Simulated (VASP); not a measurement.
# AlNi (P4/mmm) in VASP: notebook, part 2 of 2

VASP 6.6.1. The steps go on from the part before.

### 4 Electric field gradients, PBE, collinear spin, ferromagnetic start (zz strain of -1 %)

The input, INCAR:

```
PREC = Accurate ; ENCUT = 520
EDIFF = 1E-8 ; ISMEAR = -1
SIGMA = 0.05 ; LREAL = False
LASPH = True ; NELM = 150
ALGO = Normal ; ISIF = 2
LWAVE = False ; LCHARG = False
ISPIN = 2 ; MAGMOM = 0 1.5
LORBIT = 11 ; LMAXMIX = 4
GGA = PE ; LEFG = True
NBANDS = 18
```

The input, KPOINTS:

```
Automatic mesh
0
Gamma
  13 13 13
```

The input, POSCAR:

```
AlNi
1.0
    2.8810000000      0.0000000000      0.0000000000
    0.0000000000      2.8810000000      0.0000000000
    0.0000000000      0.0000000000      2.8521900000
Al Ni
1 1
Direct
    0.0000000000      0.0000000000      0.0000000000
    0.5000000000      0.5000000000      0.5000000000
```

Potentials or basis: VASP PAW PBE potentials, release 64 (Al, Ni).

Command:

```
cat potpaw_PBE.64/Al/POTCAR potpaw_PBE.64/Ni/POTCAR > POTCAR
mpirun -np 1 vasp_std > vasp.out
```

OUTCAR:

```text
PREC = Accurate
   ENCUT = 520
   EDIFF = 1E-8
   ISMEAR = -1
   LREAL = False
   LASPH = True
   NELM = 150
   ISIF = 2
   ISPIN = 2
   LORBIT = 11
   GGA = PE

 ion  position               nearest neighbor table
   1  0.000  0.000  0.000-   2 2.49   2 2.49   2 2.49   2 2.49   2 2.49   2 2.49   2 2.49   2 2.49

   2  0.500  0.500  0.500-   1 2.49   1 2.49   1 2.49   1 2.49   1 2.49   1 2.49   1 2.49   1 2.49

  LATTYP: Found a simple tetragonal cell.
 ALAT       =     2.8810000000
 C/A-ratio  =     0.9900000000

  Lattice vectors:

 A1 = (   2.8810000000,   0.0000000000,   0.0000000000)
 A2 = (   0.0000000000,   2.8810000000,   0.0000000000)
 A3 = (   0.0000000000,   0.0000000000,   2.8521900000)

Analysis of symmetry for initial positions (statically):
=====================================================================
 Subroutine PRICEL returns:
 Original cell was already a primitive cell.

 Routine SETGRP: Setting up the symmetry group for a
 simple tetragonal supercell.

 Subroutine GETGRP returns: Found 16 space group operations
 (whereof 16 operations were pure point group operations)
 out of a pool of 16 trial point group operations.

The static configuration has the point symmetry D_4h.

Analysis of symmetry for dynamics (positions and initial velocities):
=====================================================================
 Subroutine PRICEL returns:
 Original cell was already a primitive cell.

[... 1197 lines left out ...]
  Direction    XX          YY          ZZ          XY          YZ          ZX
  --------------------------------------------------------------------------------------
  -------------------------------------------------------------------------------------
  Total        0.4903726      0.4903726      0.6575502      0.0000000      0.0000000      0.0000000
  in kB       33.1872909     33.1872909     44.5014855      0.0000000      0.0000000      0.0000000
  external PRESSURE =      36.9586891 kB  Pullay stress =       0.0000000 kB

 VOLUME and BASIS-vectors are now :
 -----------------------------------------------------------------------------
  energy-cutoff  :      520.00
  volume of cell :       23.67
      direct lattice vectors                 reciprocal lattice vectors
     2.881000000  0.000000000  0.000000000     0.347101701  0.000000000  0.000000000
     0.000000000  2.881000000  0.000000000     0.000000000  0.347101701  0.000000000
     0.000000000  0.000000000  2.852190000     0.000000000  0.000000000  0.350607779

 POSITION                                       TOTAL-FORCE (eV/Angst)
 -----------------------------------------------------------------------------------
      0.00000      0.00000      0.00000         0.000000      0.000000      0.000000
      1.44050      1.44050      1.42609         0.000000      0.000000      0.000000
 -----------------------------------------------------------------------------------
    total drift:                                0.000000      0.000000     -0.000000

  FREE ENERGIE OF THE ION-ELECTRON SYSTEM (eV)
  ---------------------------------------------------
  free  energy   TOTEN  =       -10.5386879120 eV

  energy  without entropy=      -10.5338069741  energy(sigma->0) =      -10.53624744

 Electric field gradients (V/A^2)
---------------------------------------------------------------------
 ion       V_xx      V_yy      V_zz      V_xy      V_xz      V_yz
---------------------------------------------------------------------
   1       0.250     0.250    -0.500     0.000    -0.000     0.000
   2       1.178     1.178    -2.356     0.000    -0.000     0.000
---------------------------------------------------------------------

 Electric field gradients after diagonalization (V/A^2)
 (convention: |V_zz| > |V_xx| > |V_yy|)
----------------------------------------------------------------------
 ion       V_xx      V_yy      V_zz     asymmetry (V_yy - V_xx)/ V_zz
----------------------------------------------------------------------
   1       0.250     0.250    -0.500       0.000
   2       1.178     1.178    -2.356       0.000
----------------------------------------------------------------------

           NMR quadrupolar parameters

 Cq : quadrupolar parameter    Cq=e*Q*V_zz/h
 eta: asymmetry parameters     (V_yy - V_xx)/ V_zz
 Q  : nuclear electric quadrupole moment in mb (millibarn)
----------------------------------------------------------------------
 ion       Cq(MHz)       eta       Q (mb)
----------------------------------------------------------------------
   1      -0.001       0.000       1.000
   2      -0.006       0.000       1.000
----------------------------------------------------------------------

 total charge

# of ion       s       p       d       tot
------------------------------------------
    1        0.385   0.418   0.000   0.803
    2        0.479   0.525   8.479   9.483
--------------------------------------------------
tot          0.864   0.943   8.479  10.286

 magnetization (x)

# of ion       s       p       d       tot
------------------------------------------
    1        0.000   0.000   0.000   0.000
    2       -0.000   0.000  -0.000  -0.000
--------------------------------------------------
tot          0.000   0.000  -0.000  -0.000
```

OSZICAR:

```text
N       E                     dE             d eps       ncg     rms          rms(c)
DAV:   1     0.454420339075E+02    0.45442E+02   -0.50606E+03 14480   0.761E+02
DAV:   2    -0.925299192710E+01   -0.54695E+02   -0.48285E+02 15310   0.163E+02
DAV:   3    -0.118134343185E+02   -0.25604E+01   -0.25141E+01 16984   0.362E+01
DAV:   4    -0.118467883156E+02   -0.33354E-01   -0.33323E-01 16338   0.365E+00
DAV:   5    -0.118475276751E+02   -0.73936E-03   -0.73931E-03 16576   0.593E-01    0.132E+01
DAV:   6    -0.142062352674E+02   -0.23587E+01   -0.43005E+01 16300   0.779E+01    0.172E+01
DAV:   7    -0.105600310975E+02    0.36462E+01   -0.13134E+01 16088   0.456E+01    0.181E+00
DAV:   8    -0.105515091297E+02    0.85220E-02   -0.35704E-01 18516   0.567E+00    0.109E+00
DAV:   9    -0.105384652717E+02    0.13044E-01   -0.36809E-02 17080   0.177E+00    0.626E-01
DAV:  10    -0.105387516100E+02   -0.28634E-03   -0.15879E-03 19176   0.367E-01    0.194E-01
DAV:  11    -0.105386223224E+02    0.12929E-03   -0.13642E-03 18570   0.315E-01    0.940E-02
DAV:  12    -0.105386928727E+02   -0.70550E-04   -0.19625E-04 17716   0.132E-01    0.404E-02
DAV:  13    -0.105386879853E+02    0.48874E-05   -0.17718E-05 18632   0.452E-02    0.107E-02
DAV:  14    -0.105386881034E+02   -0.11812E-06   -0.17447E-06 19354   0.123E-02    0.619E-03
DAV:  15    -0.105386879477E+02    0.15575E-06   -0.93747E-08 19840   0.276E-03    0.187E-03
DAV:  16    -0.105386879169E+02    0.30737E-07   -0.70095E-09  8560   0.846E-04    0.661E-04
DAV:  17    -0.105386879120E+02    0.48858E-08   -0.12956E-09  7778   0.329E-04
   1 F= -.10538688E+02 E0= -.10536247E+02  d E =-.488094E-02  mag=     0.0000
```

Wall time 52 s (1 thread of Intel Xeon 6975P-C (Granite Rapids), shared host); peak memory 0.25 GiB.

What came out:

```yaml
Free_energy: -10.5387 eV
Pressure: 3.7 GPa
Net_moment: 0.00 μB per cell
Largest_electric_field_gradient_by_atom: Al -0.5; Ni -2.4 V/Å²
Valence_electrons_inside_the_program's_atomic_spheres: Al 0.80; Ni 9.48
```

Levels at points of the mesh, in eV from the Fermi level:
Spin up:
```csv
k point,band 3,band 4,band 5,band 6,band 7,band 8,band 9,band 10
"(0.00, 0.00, 0.00)",-3.25,-1.56,-1.53,-1.53,5.44,5.44,5.80,8.13
```
Spin down:
| k point | band 3 | band 4 | band 5 | band 6 | band 7 | band 8 | band 9 | band 10 |
| --- | --- | --- | --- | --- | --- | --- | --- | --- |
| (0.00, 0.00, 0.00) | -3.25 | -1.56 | -1.53 | -1.53 | 5.44 | 5.44 | 5.80 | 8.13 |

Electric field gradients, principal values (V/Å²):
```
atom  least  middle  greatest (by size)
1 Al  0.250   0.250              -0.500
2 Ni  1.178   1.178              -2.356
```

Caveat: the cell differs from its parent crystal (zz strain of -1 %); the cell stands under pressure; the moments typed at the start vanished in this run; without QUAD_EFG the Cq values of the log hold for a quadrupole moment of 1 mb, not for the nuclei.
